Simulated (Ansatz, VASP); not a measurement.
## CsSnBr3: VASP beside Ansatz

INCAR

```
PREC = Accurate ; ENCUT = 500
EDIFF = 1E-7 ; ISMEAR = 0
SIGMA = 0.02 ; LREAL = F
LASPH = T ; NELM = 120
ALGO = Normal ; ISIF = 3
LWAVE = F ; LCHARG = F
IBRION = 2 ; NSW = 70
EDIFFG = -0.005 ; GGA_COMPAT = F
NELMIN = 4
```

File KPOINTS:

```
Automatic mesh
0
Gamma
  6 6 6
```

The input POSCAR:

```
CsSnBr3
1.0
    5.8952860393      0.0000000000      0.0000000000
    0.0000000000      5.8952860393      0.0000000000
    0.0000000000      0.0000000000      5.8952860393
Cs Sn Br
1 1 3
Direct
    0.0000000000      0.0000000000      0.0000000000
    0.5000000000      0.5000000000      0.5000000000
    0.5000000000      0.0000000000      0.5000000000
    0.5000000000      0.5000000000      0.0000000000
    0.0000000000      0.5000000000      0.5000000000
```

Input for Ansatz:

```yaml
crystal:
  lattice:
    - [5.8952860393, 0.0, 0.0]
    - [0.0, 5.8952860393, 0.0]
    - [0.0, 0.0, 5.8952860393]
  atoms:
    - { symbol: Cs, position: [0.0, 0.0, 0.0] }
    - { symbol: Sn, position: [0.5, 0.5, 0.5] }
    - { symbol: Br, position: [0.5, 0.0, 0.5] }
    - { symbol: Br, position: [0.5, 0.5, 0.0] }
    - { symbol: Br, position: [0.0, 0.5, 0.5] }
basis:
  ecutwfc: 420
kpoints:
  mp_grid: { grid: [6, 6, 6] }
hamiltonian:
  xc: lda
scf:
  occupations: { method: gaussian, width: 0.02 }
output:
  forces: true
  stress: true
  eigenvalues: true
  write_density: true
  write_potential: true
  elf: true
  volumetric_format: npy
relax:
  adjacent_minimum: "off"
  f_tol: 0.005
  max_steps: 50
  cell: { stress_tol: 0.05 }
```

Alike in both runs: task relaxation of cell and atoms; functional LDA; k mesh 6 × 6 × 6; occupations gaussian, width 0.02 eV; no spin polarisation.

```csv
,VASP,Ansatz
version,VASP 6.6.1,Ansatz 0.2.0
potentials or method,"VASP PAW LDA potentials, release 64 (Cs_sv, Sn_d, Br), cutoff 500 eV","scalar-relativistic, plane waves, PAW"
valence electrons in the cell,44,44
```

```tsv
	VASP	Ansatz	Ansatz less VASP
gap on the k mesh at the Fermi level, each at its own relaxed structure (eV)	none	none	-
relaxed volume (Å³/atom)	36.41	36.41	+0.001
relaxed cell length with the largest relative difference (Å)	5.667	5.667	0.0000
```

LDA's correlation is that of Perdew and Zunger in VASP and of Perdew and Wang (1992) in Ansatz. A gap of «none» marks a metal or a gap that the smearing closes.

Neither program's run includes spin-orbit coupling.
